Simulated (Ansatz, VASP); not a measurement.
# One calculation of BeTe, two programs

The input POSCAR:

```
BeTe
1.0
    0.0000000000      2.8286236224      2.7734654617
    2.8286236224      0.0000000000      2.7734654617
    2.8286236224      2.8286236224      0.0000000000
Be Te
1 1
Direct
    0.0000000000      0.0000000000      0.0000000000
    0.2500000000      0.2500000000      0.2500000000
```

Contents of INCAR.step1:

```
  PREC = Accurate
  ENCUT = 520
  ISMEAR = 0
  SIGMA = 0.01
  LREAL = F
  LASPH = T
  NELM = 60
  NBANDS = 11
  GGA = PE
  ALGO = Normal
  EDIFF = 1E-4
  LWAVE = T
  LCHARG = F
```

Contents of INCAR.step2:

```
  PREC = Accurate
  ENCUT = 520
  EDIFF = 1E-6
  ISMEAR = 0
  SIGMA = 0.01
  LREAL = F
  LASPH = T
  NELM = 60
  ALGO = Normal
  ISIF = 2
  LWAVE = F
  LCHARG = F
  METAGGA = R2SCAN
  LMIXTAU = T
  NBANDS = 11
  ISTART = 1
```

KPOINTS

```
Automatic mesh
0
Gamma
  8 8 8
```

Input for Ansatz:

```yaml
crystal:
  lattice:
    - [0.0, 2.8286236224, 2.7734654617]
    - [2.8286236224, 0.0, 2.7734654617]
    - [2.8286236224, 2.8286236224, 0.0]
  atoms:
    - { symbol: Be, position: [0.0, 0.0, 0.0] }
    - { symbol: Te, position: [0.25, 0.25, 0.25] }
kpoints:
  mp_grid: { grid: [8, 8, 8] }
  band_path:
    path:
      - [0.0, 0.0, 0.0]
      - [-0.5, -0.5, 0.0]
      - [-0.375, -0.375, 0.25]
      - [-0.375, 0.0, 0.375]
      - [0.0, 0.0, 0.5]
      - [-0.5, -0.25, 0.25]
    npoints: 1
hamiltonian:
  xc: r2scan
scf:
  occupations: { method: fixed }
  n_extra_bands: 4
output:
  forces: true
  stress: true
  eigenvalues: true
```

Change from the starting cell: uniaxial_z strain -1.9%.

Alike in both runs: task single point; functional r2SCAN; k mesh 8 × 8 × 8; no spin polarisation.

```csv
,VASP,Ansatz
version,VASP 6.6.1,Ansatz 0.2.0
potentials or method,"VASP PAW PBE potentials, release 64 (Be, Te)","plane waves, PAW"
plane-wave cutoff (eV),520,500
occupations,"gaussian, width 0.01 eV",fixed
valence electrons in the cell,8,18
```

|  | VASP | Ansatz | Ansatz less VASP |
| --- | --- | --- | --- |
| gap on the k mesh at the Fermi level (eV) | 2.16 | 2.16 | +0.007 |
| pressure (GPa) | 1.4 | 1.2 | -0.18 |
| traceless stress, the component that is largest in VASP (GPa) | 0.80 | 0.81 | +0.005 |

VASP's potentials were made for PBE, not for r2SCAN. VASP's potentials hold 8 valence electrons a cell and Ansatz's 18, so a difference there can come from the potentials and not from the codes.

Neither program's run includes spin-orbit coupling.
